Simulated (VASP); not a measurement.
Runs of VASP 6.6.1 on N. The structure is that of space group P6_3/mmc (No. 194), or close to it. The cells are those of the table. 

| task | level | potentials or basis | spin | cell | k mesh | cutoff (eV) | smearing | k mesh for the DOS | occupations for the DOS | gap on the mesh (eV) | pressure (GPa) | moment (μB) | largest force (eV/Å) |
| --- | --- | --- | --- | --- | --- | --- | --- | --- | --- | --- | --- | --- | --- |
| single point | LDA | VASP PAW LDA potentials, release 64 (N) | off | a = 2.519, b = 2.519, c = 2.446 Å, angles 90.0, 90.0, 120.0°, 2 atoms | 12 × 12 × 11 | 520 | gaussian 0.02 eV | - | - | none | -7.0 | - | - |
| single point | PBE | VASP PAW PBE potentials, release 64 (N) | off | a = 2.519, b = 2.519, c = 2.446 Å, angles 90.0, 90.0, 120.0°, 2 atoms | 6 × 6 × 6 | 520 | fermi-dirac 0.02 eV | - | - | none | 12.7 | - | - |
| single point | LDA | VASP PAW LDA potentials, release 64 (N) | off | a = 2.519, b = 2.519, c = 2.446 Å, angles 90.0, 90.0, 120.0°, 2 atoms | 12 × 12 × 11 | 600 | gaussian 0.01 eV | - | - | none | -7.2 | - | - |
| single point | PBE | VASP PAW PBE potentials, release 64 (N) | off | a = 2.468, b = 2.468, c = 2.396 Å, angles 90.0, 90.0, 120.0°, 2 atoms | 12 × 12 × 11 | 520 | fermi-dirac 0.05 eV | - | - | none | 25.5 | - | - |
| single point | PBEsol+D3(BJ) | VASP PAW PBE potentials, release 64 (N) | off | a = 2.519, b = 2.519, c = 2.446 Å, angles 90.0, 90.0, 120.0°, 2 atoms | 9 × 9 × 8 | 520 | methfessel-paxton 0.1 eV | - | - | none | -3.5 | - | 0.35 |
| single point | PBE | VASP PAW PBE potentials, release 64 (N) | off | a = 2.503, b = 2.503, c = 2.430 Å, angles 90.0, 90.0, 120.0°, 2 atoms | 12 × 12 × 11 | 520 | fermi-dirac 0.05 eV | - | - | none | 14.9 | - | - |
| single point | PBE | VASP PAW PBE potentials, release 64 (N) | off | a = 2.553, b = 2.553, c = 2.478 Å, angles 90.0, 90.0, 120.0°, 2 atoms | 12 × 12 × 11 | 520 | fermi-dirac 0.05 eV | - | - | none | (b) | - | - |
| single point | PBE | VASP PAW PBE potentials, release 64 (N) | off | a = 2.485, b = 2.485, c = 2.413 Å, angles 90.0, 90.0, 120.0°, 2 atoms | 12 × 12 × 11 | 520 | fermi-dirac 0.05 eV | - | - | none | 20.0 | - | - |
| single point | PBE | VASP PAW PBE potentials, release 64 (N) | off | a = 2.519, b = 2.519, c = 2.446 Å, angles 90.0, 90.0, 120.0°, 2 atoms | 12 × 12 × 11 | 520 | fermi-dirac 0.05 eV | - | - | none | 10.2 | - | - |
| electric field gradients | RPBE+D4 | VASP PAW PBE potentials, release 64 (N) | collinear, antiferromagnetic start | a = 2.512, b = 2.517, c = 2.460 Å, angles 88.3, 91.9, 120.1°, 2 atoms | 12 × 12 × 11 | 520 | fermi-dirac 0.1 eV | - | - | none | (a) | 0.00 | 0.04 |
| single point | BLYP | VASP PAW PBE potentials, release 64 (N) | collinear, ferrimagnetic start | a = 2.519, b = 2.519, c = 2.446 Å, angles 90.0, 90.0, 120.0°, 2 atoms | 12 × 12 × 11 | 600 | fermi-dirac 0.025 eV | - | - | none | 24.9 | 0.00 | - |

Q: Estimate the missing entries.

A: (a) 5.8; (b) 1.9.

Caveats: some runs use coarse meshes; the PAW data sets were made with another functional, which shifts forces and pressure a little (some runs); pairwise dispersion overbinds metals, which lowers pressure and volume (some runs).

A gap of «none» marks levels without a gap at the run's occupations.
